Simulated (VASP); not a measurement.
Wanted: the native input for a VASP 6.6.1 run.

```yaml
Task: single point
Functional: PBE-based screened hybrid with 10 % exact exchange
Potentials_or_basis: VASP PAW PBE potentials, release 64 (Te, Sn_d)
Cutoff: 520 eV
k_mesh: 4 × 4 × 4
Occupations: fermi-dirac, width 0.05 eV
Spin: no spin polarisation
Dipole_correction: no
Grid_for_exact_exchange_PRECFOCK: Normal
Share_of_exact_exchange: 0.1
Further_INCAR_settings: ALGO = Normal; EDIFF = 1e-07; NBANDS = 17
Screening_parameter: 0.2 1/Å
```

Crystal: SnTe.

```xyz
2
Lattice="0.0000 3.1509 3.1509 3.1509 0.0000 3.1509 3.1509 3.1509 0.0000" Properties=species:S:1:pos:R:3 pbc="T T T"
Te    3.1509    3.1509    3.1509
Sn    0.0000    0.0000    0.0000
```

These files were run (other wordings do the same):

POSCAR

```
SnTe
1.0
    0.0000000000      3.1508500000      3.1508500000
    3.1508500000      0.0000000000      3.1508500000
    3.1508500000      3.1508500000      0.0000000000
Te Sn
1 1
Direct
    0.5000000000      0.5000000000      0.5000000000
    0.0000000000      0.0000000000      0.0000000000
```

INCAR.step1

```
SYSTEM = SnTe
PREC = Accurate ; ENCUT = 520
EDIFF = 1E-5 ; ISMEAR = -1
SIGMA = 0.05 ; LREAL = .False.
LASPH = .True. ; NELM = 80
ALGO = Normal ; ISIF = 2
LWAVE = .True. ; LCHARG = .False.
GGA = PE ; NBANDS = 17
```

INCAR.step2

```
SYSTEM = SnTe
PREC = Accurate ; ENCUT = 520
EDIFF = 1E-7 ; ISMEAR = -1
SIGMA = 0.05 ; LREAL = .False.
LASPH = .True. ; NELM = 80
ALGO = Normal ; ISIF = 2
LWAVE = .False. ; LCHARG = .False.
GGA = PE ; LHFCALC = .True.
AEXX = 0.1 ; HFSCREEN = 0.2
PRECFOCK = Normal ; ISTART = 1
NBANDS = 17
```

KPOINTS

```
Automatic mesh
0
Gamma
  4 4 4
  0 0 0
```

Potentials or basis: VASP PAW PBE potentials, release 64 (Te, Sn_d).

The run is started by

```bash
$ cat potpaw_PBE.64/Te/POTCAR potpaw_PBE.64/Sn_d/POTCAR > POTCAR
$ cp INCAR.step1 INCAR
$ mpirun -np 1 vasp_std > vasp.out
$ cp INCAR.step2 INCAR
$ mpirun -np 1 vasp_std > vasp.out
```

It gave:

* Pressure: 1.3 GPa
* Band gap on the k mesh: 0.07 eV

Caveat: the k points lie up to 0.43 Å⁻¹ apart; the PAW data sets were made with another functional, which shifts forces and pressure a little; spin-orbit coupling is left out, which moves the levels of the heavy elements.

It took 21 min on 1 thread of Intel(R) Xeon(R) Platinum 8259CL CPU @ 2.50GHz (Skylake/Cascade Lake) (shared host), peak memory 0.32 GiB.
